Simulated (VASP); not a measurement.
# W in VASP: further runs

Runs on W. Level: PBE. Tasks: single point.

Program: VASP 6.6.1. These are calculated values, not measurements. Logs are shortened: lines on timing, memory, paths and dates and some standing lists are left out, and cuts for length are marked.

**1. The cell of the first run**

The cell holds a slab with vacuum, 6 atoms: a = 2.855 Å, b = 2.855 Å, c = 25.093 Å, α = 90.00°, β = 90.00°, γ = 90.00°.

**2. Single point, PBE**

INCAR reads:

```
PREC = Accurate
ENCUT = 520
EDIFF = 1E-6
ISMEAR = 0
SIGMA = 0.1
LREAL = F
LASPH = T
NELM = 60
ALGO = Fast
ISIF = 2
LWAVE = F
LCHARG = F
LDIPOL = T
IDIPOL = 3
DIPOL = 0.5 0.5 0.500
GGA = PE
NBANDS = 51
```

KPOINTS reads:

```
Automatic mesh
0
Gamma
  12 12 1
```

POSCAR reads:

```
W
1.0
    2.8545944811      0.0000000000      0.0000000000
    0.0000000000      2.8545944811      0.0000000000
    0.0000000000      0.0000000000     25.0925155756
W
6
Direct
    0.5000000000      0.5000000000      0.2988939063
    0.0000000000      0.0000000000      0.3793363438
    0.5000000000      0.5000000000      0.4597787813
    0.0000000000      0.0000000000      0.5402212187
    0.5000000000      0.5000000000      0.6206636562
    0.0000000000      0.0000000000      0.7011060937
```

Potentials or basis: VASP PAW PBE potentials, release 64 (W_sv).

Run with:

```sh
$ cat potpaw_PBE.64/W_sv/POTCAR > POTCAR
$ mpirun -np 1 vasp_std > vasp.out
```

OUTCAR:

```text
PREC = Accurate
   ENCUT = 520
   EDIFF = 1E-6
   ISMEAR = 0
   LREAL = F
   LASPH = T
   NELM = 60
   ISIF = 2
   GGA = PE

 ion  position               nearest neighbor table
   1  0.500  0.500  0.299-   2 2.85   2 2.85   2 2.85   2 2.85
   2  0.000  0.000  0.379-   1 2.85   1 2.85   1 2.85   1 2.85   3 2.85   3 2.85   3 2.85   3 2.85

   3  0.500  0.500  0.460-   4 2.85   4 2.85   4 2.85   4 2.85   2 2.85   2 2.85   2 2.85   2 2.85

   4  0.000  0.000  0.540-   3 2.85   3 2.85   3 2.85   3 2.85   5 2.85   5 2.85   5 2.85   5 2.85

   5  0.500  0.500  0.621-   6 2.85   6 2.85   6 2.85   6 2.85   4 2.85   4 2.85   4 2.85   4 2.85

   6  0.000  0.000  0.701-   5 2.85   5 2.85   5 2.85   5 2.85

  LATTYP: Found a simple tetragonal cell.
 ALAT       =     2.8545944811
 C/A-ratio  =     8.7902207272

  Lattice vectors:

 A1 = (   2.8545944811,   0.0000000000,   0.0000000000)
 A2 = (   0.0000000000,   2.8545944811,   0.0000000000)
 A3 = (   0.0000000000,   0.0000000000,  25.0925155756)

Analysis of symmetry for initial positions (statically):
=====================================================================
 Subroutine PRICEL returns:
 Original cell was already a primitive cell.

 Routine SETGRP: Setting up the symmetry group for a
 simple tetragonal supercell.

 Subroutine GETGRP returns: Found 16 space group operations
 (whereof  8 operations were pure point group operations)
 out of a pool of 16 trial point group operations.

The static configuration has the point symmetry C_4v.
 The point group associated with its full space group is D_4h.

Analysis of symmetry for dynamics (positions and initial velocities):
=====================================================================
 Subroutine PRICEL returns:
 Original cell was already a primitive cell.

 Routine SETGRP: Setting up the symmetry group for a
 simple tetragonal supercell.

 Subroutine GETGRP returns: Found 16 space group operations
 (whereof  8 operations were pure point group operations)
 out of a pool of 16 trial point group operations.

The dynamic configuration has the point symmetry C_4v.
 The point group associated with its full space group is D_4h.

 Subroutine INISYM returns: Found 16 space group operations
 (whereof  8 operations are pure point group operations),
 and found     1 'primitive' translations

----------------------------------------------------------------------------------------

                                     Primitive cell

  volume of cell :     204.4716

  direct lattice vectors                    reciprocal lattice vectors
     2.854594481  0.000000000  0.000000000     0.350312455  0.000000000  0.000000000
     0.000000000  2.854594481  0.000000000     0.000000000  0.350312455  0.000000000
     0.000000000  0.000000000 25.092515576     0.000000000  0.000000000  0.039852521

  length of vectors
     2.854594481  2.854594481 25.092515576     0.350312455  0.350312455  0.039852521

  position of ions in fractional coordinates (direct lattice)
     0.500000000  0.500000000  0.298893906
     0.000000000  0.000000000  0.379336344
     0.500000000  0.500000000  0.459778781
     0.000000000  0.000000000  0.540221219
     0.500000000  0.500000000  0.620663656
     0.000000000  0.000000000  0.701106094

  ion indices of the primitive-cell ions
   primitive index   ion index
                 1           1
                 2           2
                 3           3
                 4           4
                 5           5
                 6           6

----------------------------------------------------------------------------------------

 KPOINTS: Automatic mesh

Automatic generation of k-mesh.
 Grid dimensions read from file:
 generate k-points for:   12   12    1

 Generating k-lattice:

  Cartesian coordinates                     Fractional coordinates (reciprocal lattice)
     0.029192705  0.000000000  0.000000000     0.083333333  0.000000000  0.000000000
     0.000000000  0.029192705  0.000000000     0.000000000  0.083333333  0.000000000
     0.000000000  0.000000000  0.039852521     0.000000000  0.000000000  1.000000000

  Length of vectors
     0.029192705  0.029192705  0.039852521

  Shift w.r.t. Gamma in fractional coordinates (k-lattice)
     0.000000000  0.000000000  0.000000000

 Subroutine IBZKPT returns following result:
 ===========================================

 Found     28 irreducible k-points:

 Following reciprocal coordinates:
            Coordinates               Weight
  0.000000  0.000000  0.000000      1.000000
  0.083333  0.000000  0.000000      4.000000
  0.166667  0.000000  0.000000      4.000000
  0.250000  0.000000  0.000000      4.000000
  0.333333  0.000000  0.000000      4.000000
  0.416667  0.000000  0.000000      4.000000
[... 16 lines left out ...]
  0.333333  0.333333  0.000000      4.000000
  0.416667  0.333333  0.000000      8.000000
 [... further k-points ...]
   k-points           NKPTS =     28   k-points in BZ     NKDIM =     28   number of bands    NBANDS=     51
   number of dos      NEDOS =    301   number of ions     NIONS =      6
   total plane-waves  NPLWV = 110592
   dimension x,y,z NGX =    24 NGY =   24 NGZ =  192
   dimension x,y,z NGXF=    48 NGYF=   48 NGZF=  384
   ions per type =               6
   NGX,Y,Z   is equivalent  to a cutoff of  13.98, 13.98, 12.72 a.u.
   NGXF,Y,Z  is equivalent  to a cutoff of  27.95, 27.95, 25.44 a.u.
 SYSTEM =  unknown system
   PREC   = accura    normal or accurate (medium, high low for compatibility)
   ISTART =      0    job   : 0-new  1-cont  2-samecut
   ICHARG =      2    charge: 1-file 2-atom 10-const
   ISPIN  =      1    spin polarized calculation?
   LNONCOLLINEAR =      F non collinear calculations
   LSORBIT =      F    spin-orbit coupling
   LASPH  =      T    aspherical Exc in radial PAW
   ENCUT  =  520.0 eV  38.22 Ry    6.18 a.u.   5.31  5.31 46.66*2*pi/ulx,y,z
   NELM   =     60;   NELMIN=  2; NELMDL= -5     # of ELM steps
   EDIFF  = 0.1E-05   stopping-criterion for ELM
   LREAL  =      F    real-space projection
   EDIFFG = 0.1E-04   stopping-criterion for IOM
   NSW    =      0    number of steps for IOM
   IBRION =     -1    ionic relax: 0-MD 1-quasi-New 2-CG
   NFREE  =      0    steps in history (QN), initial steepest desc. (CG)
   ISIF   =      2    stress and relaxation
   ISYM   =      2    0-nonsym 1-usesym 2-fastsym
   POTIM  = 0.5000    time-step for ionic-motion
   TEBEG  =    0.0;   TEEND  =   0.0 temperature during run
   PSTRESS=    0.0 pullay stress
   NELECT =      84.0000    total number of electrons
   NUPDOWN=      -1.0000    fix difference up-down
   EMIN   =  10.00;   EMAX   =-10.00  energy-range for DOS
   EFERMI =   0.00;   METHOD = LEGACY
   ISMEAR =     0;   SIGMA  =   0.10  broadening in eV -4-tet -1-fermi 0-gaus
   EFERMI_NEDOS =   21; number of points for ismear=-14 and -15
   IALGO  =     68    algorithm
   IMIX   =      4    mixing-type and parameters
     AMIX     =   0.40;   BMIX     =  1.00
     AMIX_MAG =   1.60;   BMIX_MAG =  1.00
  volume/ion in A,a.u.               =      34.08       229.97
  Fermi-wavevector in a.u.,A,eV,Ry     =   1.216999  2.299795 20.151408  1.481087
  Thomas-Fermi vector in A             =   2.352334
   LORBIT       =      0    0 simple, 1 ext, 2 COOP (PROOUT), +10 PAW based schemes
   GGA     = PE    functional components
   LHFCALC =     F    Hartree Fock is set to
   AEXX    =    0.0000 exact exchange contribution
   IVDW    =     0    specifies the selected vdW correction
   LEPSILON=     F    determine dielectric tensor
   LRPA    =     F    only Hartree local field effects (RPA)
 non-spin polarized calculation
 RMM-DIIS sequential band-by-band and
 Gauss-broadening in eV      SIGMA  =   0.10
  energy-cutoff  :      520.00
  volume of cell :      204.47
 maximum number of plane-waves:      5547
 NGX is ok and might be reduce to    24
   NGX = 11   NGY = 11   NGZ = 93

 number of electron      83.9999992 magnetization

 dipolmoment           0.000000      0.000000     -0.000000 electrons x Angstroem

 Free energy of the ion-electron system (eV)
  ---------------------------------------------------
  ext. energy  EPLUGINS =         0.00000000
  ---------------------------------------------------
  free energy    TOTEN  =       -71.45940965 eV

  energy without entropy =      -71.40157436  energy(sigma->0) =      -71.43049200

 E-fermi :   2.8268     XC(G=0):  -7.3884

 val. band max:        2.8221644848   @ k =   0.4167   0.2500   0.0000
 cond. band min:       2.8312483680   @ k =   0.2500   0.0833   0.0000
 fundamental gap:      0.0090838832
 Fermi energy:         2.8268264795

 k-point     1 :       0.0000    0.0000    0.0000
  band No.  band energies     occupation
      1     -71.1414      2.00000
      2     -71.1414      2.00000
      3     -70.9180      2.00000
      4     -70.9153      2.00000
      5     -70.7682      2.00000
      6     -70.7010      2.00000
[... 43 lines left out ...]
     50       5.1835      0.00000
     51       5.3533      0.00000

 k-point     2 :       0.0833    0.0000    0.0000
  band No.  band energies     occupation
      1     -71.1387      2.00000
      2     -71.1387      2.00000
      3     -70.9154      2.00000
      4     -70.9129      2.00000
      5     -70.7652      2.00000
      6     -70.7002      2.00000
[... 43 lines left out ...]
     50       5.0029      0.00000
     51       5.3848      0.00000

 k-point     3 :       0.1667    0.0000    0.0000
  band No.  band energies     occupation
      1     -71.1315      2.00000
      2     -71.1315      2.00000
      3     -70.9083      2.00000
      4     -70.9065      2.00000
      5     -70.7570      2.00000
      6     -70.6982      2.00000
[... 43 lines left out ...]
     50       5.0691      0.00000
     51       5.1356      0.00000
[... 1027 lines left out ...]
 k-point    23 :       0.3333    0.3333    0.0000
  band No.  band energies     occupation
      1     -71.0851      2.00000
      2     -71.0851      2.00000
      3     -70.8625      2.00000
      4     -70.8624      2.00000
      5     -70.6974      2.00000
      6     -70.6799      2.00000
[... 43 lines left out ...]
     50       5.9344      0.00000
     51       5.9491      0.00000

 k-point    24 :       0.4167    0.3333    0.0000
  band No.  band energies     occupation
      1     -71.0786      2.00000
      2     -71.0786      2.00000
      3     -70.8560      2.00000
      4     -70.8560      2.00000
      5     -70.6871      2.00000
      6     -70.6780      2.00000
[... 43 lines left out ...]
     50       6.2546      0.00000
     51       7.0974      0.00000

 [... further k-points ...]

------------------------ aborting loop because EDIFF is reached ----------------------------------------

 vacuum level on the upper side and lower side of the slab       (xc-potential included)        -0.170        -0.170

  FORCE on cell =-STRESS in cart. coord.  units (eV):
  Direction    XX          YY          ZZ          XY          YZ          ZX
  --------------------------------------------------------------------------------------
  -------------------------------------------------------------------------------------
  Total       -8.4862650     -8.4862650     -0.1103093      0.0000000      0.0000000      0.0000000
  in kB      -66.4957861    -66.4957861     -0.8643499      0.0000000      0.0000000      0.0000000
  external PRESSURE =     -44.6186407 kB  Pullay stress =       0.0000000 kB

 VOLUME and BASIS-vectors are now :
 -----------------------------------------------------------------------------
  energy-cutoff  :      520.00
  volume of cell :      204.47
      direct lattice vectors                 reciprocal lattice vectors
     2.854594481  0.000000000  0.000000000     0.350312455  0.000000000  0.000000000
     0.000000000  2.854594481  0.000000000     0.000000000  0.350312455  0.000000000
     0.000000000  0.000000000 25.092515576     0.000000000  0.000000000  0.039852521

 POSITION                                       TOTAL-FORCE (eV/Angst)
 -----------------------------------------------------------------------------------
      1.42730      1.42730      7.50000         0.000000      0.000000     -0.013933
      0.00000      0.00000      9.51850        -0.000000      0.000000      0.010329
      1.42730      1.42730     11.53701        -0.000000      0.000000      0.058116
      0.00000      0.00000     13.55551        -0.000000     -0.000000     -0.058116
      1.42730      1.42730     15.57401        -0.000000     -0.000000     -0.010329
      0.00000      0.00000     17.59252        -0.000000     -0.000000      0.013933
 -----------------------------------------------------------------------------------
    total drift:                                0.000000     -0.000000      0.000000

  FREE ENERGIE OF THE ION-ELECTRON SYSTEM (eV)
  ---------------------------------------------------
  free  energy   TOTEN  =       -71.4594096462 eV

  energy  without entropy=      -71.4015743554  energy(sigma->0) =      -71.43049200

 vacuum level on the upper side and lower side of the slab         7.293         7.293
```

It took 22 min on 1 thread of Intel Xeon 8259CL, shared host; peak memory 0.43 GiB.

Results:

```
Free energy            : -71.4594 eV
Largest force          : 0.058 eV/Å
Band gap on the k mesh : zero (bands 42 and 43 overlap by 1.90 eV)
```

Forces on the atoms (eV/Å):
```
W    0.000  0.000 -0.014
W    0.000  0.000  0.010
W    0.000  0.000  0.058
W    0.000  0.000 -0.058
W    0.000  0.000 -0.010
W    0.000  0.000  0.014
```

Levels at points of the mesh, in eV from the Fermi level:
```
           k point  band 39  band 40  band 41  band 42  band 43  band 44  band 45  band 46
(0.00, 0.00, 0.00)    -0.40    -0.40     0.11     0.11     0.32     0.84     1.07     1.07
(0.50, 0.00, 0.00)    -0.61    -0.61    -0.59    -0.59    -0.09    -0.09     0.54     0.54
(0.50, 0.50, 0.00)     0.78     0.78     1.39     1.39     2.72     2.72     2.98     2.98
```

Caveat: spin-orbit coupling is left out, which moves the levels of the heavy elements.

**3. Single point, PBE**

INCAR reads:

```
  ALGO = Fast
  DIPOL = 0.5 0.5 0.500
  EDIFF = 1E-6
  ENCUT = 520
  GGA = PE
  IDIPOL = 3
  ISIF = 2
  ISMEAR = 0
  LASPH = T
  LCHARG = T
  LDIPOL = T
  LELF = T
  LREAL = F
  LVACPOTAV = T
  LVHAR = T
  LWAVE = F
  NBANDS = 51
  NELM = 80
  PREC = Accurate
  SIGMA = 0.1
```

KPOINTS reads:

```
k-points
0
Gamma
  12 12 1
```

POSCAR reads:

```
W
1.0
    2.8545944811      0.0000000000      0.0000000000
    0.0000000000      2.8545944811      0.0000000000
    0.0000000000      0.0000000000     25.0925155756
W
6
Direct
    0.5000000000      0.5000000000      0.3015432735
    0.0000000000      0.0000000000      0.3814288502
    0.5000000000      0.5000000000      0.4608738940
    0.0000000000      0.0000000000      0.5391261038
    0.5000000000      0.5000000000      0.6185711494
    0.0000000000      0.0000000000      0.6984567291
```

Potentials or basis: VASP PAW PBE potentials, release 64 (W_sv).

Run with:

```sh
$ cat potpaw_PBE.64/W_sv/POTCAR > POTCAR
$ mpirun -np 1 vasp_std > vasp.out
```

OUTCAR:

```text
EDIFF = 1E-6
   ENCUT = 520
   GGA = PE
   ISIF = 2
   ISMEAR = 0
   LASPH = T
   LREAL = F
   NELM = 80
   PREC = Accurate

 ion  position               nearest neighbor table
   1  0.500  0.500  0.302-   2 2.84   2 2.84   2 2.84   2 2.84
   2  0.000  0.000  0.381-   3 2.84   3 2.84   3 2.84   3 2.84   1 2.84   1 2.84   1 2.84   1 2.84

   3  0.500  0.500  0.461-   4 2.82   4 2.82   4 2.82   4 2.82   2 2.84   2 2.84   2 2.84   2 2.84

   4  0.000  0.000  0.539-   3 2.82   3 2.82   3 2.82   3 2.82   5 2.84   5 2.84   5 2.84   5 2.84

   5  0.500  0.500  0.619-   4 2.84   4 2.84   4 2.84   4 2.84   6 2.84   6 2.84   6 2.84   6 2.84

   6  0.000  0.000  0.698-   5 2.84   5 2.84   5 2.84   5 2.84
[... 1510 lines left out ...]
  Total       -5.7198591     -5.7198591      0.2356974      0.0000000     -0.0000000      0.0000000
  in kB      -44.8190730    -44.8190730      1.8468527      0.0000000     -0.0000000      0.0000000
  external PRESSURE =     -29.2637644 kB  Pullay stress =       0.0000000 kB

 VOLUME and BASIS-vectors are now :
 -----------------------------------------------------------------------------
  energy-cutoff  :      520.00
  volume of cell :      204.47
      direct lattice vectors                 reciprocal lattice vectors
     2.854594481  0.000000000  0.000000000     0.350312455  0.000000000  0.000000000
     0.000000000  2.854594481  0.000000000     0.000000000  0.350312455  0.000000000
     0.000000000  0.000000000 25.092515576     0.000000000  0.000000000  0.039852521

 POSITION                                       TOTAL-FORCE (eV/Angst)
 -----------------------------------------------------------------------------------
      1.42730      1.42730      7.56648        -0.000000     -0.000000     -0.035535
      0.00000      0.00000      9.57101         0.000000      0.000000      0.007941
      1.42730      1.42730     11.56449         0.000000     -0.000000      0.005633
      0.00000      0.00000     13.52803         0.000000      0.000000     -0.005633
      1.42730      1.42730     15.52151         0.000000     -0.000000     -0.007941
      0.00000      0.00000     17.52604         0.000000      0.000000      0.035535
 -----------------------------------------------------------------------------------
    total drift:                                0.000000     -0.000000      0.000484

  FREE ENERGIE OF THE ION-ELECTRON SYSTEM (eV)
  ---------------------------------------------------
  free  energy   TOTEN  =       -71.4585863099 eV

  energy  without entropy=      -71.4066067504  energy(sigma->0) =      -71.43259653

 vacuum level on the upper side and lower side of the slab         7.412         7.412
```

OSZICAR:

```text
N       E                     dE             d eps       ncg     rms          rms(c)
DAV:   1     0.110929234071E+04    0.11093E+04   -0.52855E+04  3288   0.168E+03
[... 22 lines left out ...]
RMM:  24    -0.714585627945E+02    0.14776E-03   -0.64344E-04  4142   0.119E-01    0.426E-02
RMM:  25    -0.714586064778E+02   -0.43683E-04   -0.23555E-04  4079   0.666E-02    0.684E-02
RMM:  26    -0.714586600099E+02   -0.53532E-04   -0.46796E-04  4091   0.822E-02    0.677E-02
RMM:  27    -0.714586254631E+02    0.34547E-04   -0.28329E-05  3573   0.234E-02    0.575E-02
RMM:  28    -0.714585907093E+02    0.34754E-04   -0.22526E-05  3333   0.189E-02    0.314E-02
RMM:  29    -0.714585857270E+02    0.49822E-05   -0.94730E-05  4221   0.348E-02    0.196E-02
RMM:  30    -0.714585863099E+02   -0.58287E-06   -0.82607E-06  2896   0.124E-02
   1 F= -.71458586E+02 E0= -.71432597E+02  d E =-.519796E-01
```

stdout:

```text
POSCAR found type information on POSCAR W
 POSCAR found :  1 types and       6 ions
 scaLAPACK will be used
 LDA part: xc-table for (Slater+PW92), standard interpolation
 POSCAR, INCAR and KPOINTS ok, starting setup
 FFT: planning ... GRIDC
 FFT: planning ... GRID_SOFT
 FFT: planning ... GRID
 WAVECAR not read
 entering main loop
 -----------------------------------------------------------------------------
|                                                                             |
|           W    W    AA    RRRRR   N    N  II  N    N   GGGG   !!!           |
|           W    W   A  A   R    R  NN   N  II  NN   N  G    G  !!!           |
|           W    W  A    A  R    R  N N  N  II  N N  N  G       !!!           |
|           W WW W  AAAAAA  RRRRR   N  N N  II  N  N N  G  GGG   !            |
|           WW  WW  A    A  R   R   N   NN  II  N   NN  G    G                |
|           W    W  A    A  R    R  N    N  II  N    N   GGGG   !!!           |
|                                                                             |
|     Did not find any points to average over, which means that no vacuum     |
|     field-free region was found. Please increase the size of  your cell     |
|     in the dimension of the dipole correction to obtain accurate            |
|     workfunction values.                                                    |
|                                                                             |
 -----------------------------------------------------------------------------
```

Wall time 20 min (1 thread of Intel Xeon 8259CL, shared host); peak memory 0.43 GiB.

What came out:

```yaml
Free_energy: -71.4586 eV
Largest_force: 0.036 eV/Å
Band_gap_on_the_k_mesh: zero (bands 42 and 43 overlap by 2.00 eV)
```

Forces on the atoms (eV/Å):
```
W    0.000  0.000 -0.036
W    0.000  0.000  0.008
W    0.000  0.000  0.006
W    0.000  0.000 -0.006
W    0.000  0.000 -0.008
W    0.000  0.000  0.036
```

Caveat: spin-orbit coupling is left out, which moves the levels of the heavy elements.
